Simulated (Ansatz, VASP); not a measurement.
## One calculation of InSb, two programs

File POSCAR:

```
InSb
1.0
    0.0000000000      3.2139227572      3.2139227572
    3.2139227572      0.0000000000      3.2139227572
    3.2139227572      3.2139227572      0.0000000000
In Sb
1 1
Direct
    0.0000000000      0.0000000000      0.0000000000
    0.2500000000      0.2500000000      0.2500000000
```

Contents of INCAR.step1:

```
SYSTEM = InSb
PREC = Accurate
ENCUT = 520
EDIFF = 1E-5
ISMEAR = -1
SIGMA = 0.02
LREAL = .False.
LASPH = .True.
NELM = 60
ALGO = Normal
ISIF = 2
LWAVE = .True.
NBANDS = 16
GGA = PE
```

File INCAR.step2:

```
SYSTEM = InSb
PREC = Accurate
ENCUT = 520
EDIFF = 1E-6
ISMEAR = -1
SIGMA = 0.02
LREAL = .False.
LASPH = .True.
NELM = 60
ALGO = Normal
ISIF = 2
LWAVE = .False.
LCHARG = .True.
GGA = PE
LHFCALC = .True.
HFSCREEN = 0.2079
PRECFOCK = Normal
LELF = .True.
LVHAR = .True.
NBANDS = 16
ISTART = 1
```

Contents of KPOINTS:

```
regular mesh
0
Gamma
  4 4 4
  0 0 0
```

Input for Ansatz:

```yaml
crystal:
  lattice:
    - [0.0, 3.2139227572, 3.2139227572]
    - [3.2139227572, 0.0, 3.2139227572]
    - [3.2139227572, 3.2139227572, 0.0]
  atoms:
    - { symbol: In, position: [0.0, 0.0, 0.0] }
    - { symbol: Sb, position: [0.25, 0.25, 0.25] }
kpoints:
  mp_grid: { grid: [4, 4, 4] }
  band_path:
    path:
      - [0.0, 0.0, 0.0]
      - [-0.5, -0.5, 0.0]
      - [-0.375, -0.375, 0.25]
      - [-0.375, 0.0, 0.375]
      - [0.0, 0.0, 0.5]
      - [-0.5, -0.25, 0.25]
    npoints: 1
hamiltonian:
  xc: hse06
scf:
  occupations: { method: fermi_dirac, width: 0.02 }
  n_extra_bands: 4
output:
  forces: true
  stress: true
  eigenvalues: true
```

Change from the starting cell: hydrostatic strain -2.0%.

Alike in both runs: task single point; functional HSE06; k mesh 4 × 4 × 4; occupations fermi-dirac, width 0.02 eV; no spin polarisation.

|  | VASP | Ansatz |
| --- | --- | --- |
| version | VASP 6.6.1 | Ansatz 0.2.0 |
| potentials or method | VASP PAW PBE potentials, release 64 (In_d, Sb) | plane waves, PAW |
| plane-wave cutoff (eV) | 520 | 420 |
| valence electrons in the cell | 18 | 28 |

VASP gave:

| Quantity | Value |
| --- | --- |
| pressure (GPa) | 2.4 |

Which values does Ansatz return?

Pressure (GPa): 3.0.

VASP's potentials hold 18 valence electrons a cell and Ansatz's 28, so a difference there can come from the potentials and not from the codes. Ansatz's warnings: stress exchange threshold loose, stress scf threshold loose.

The k mesh is coarse, so the values compare programs but aren't converged. Spin-orbit coupling is off throughout.
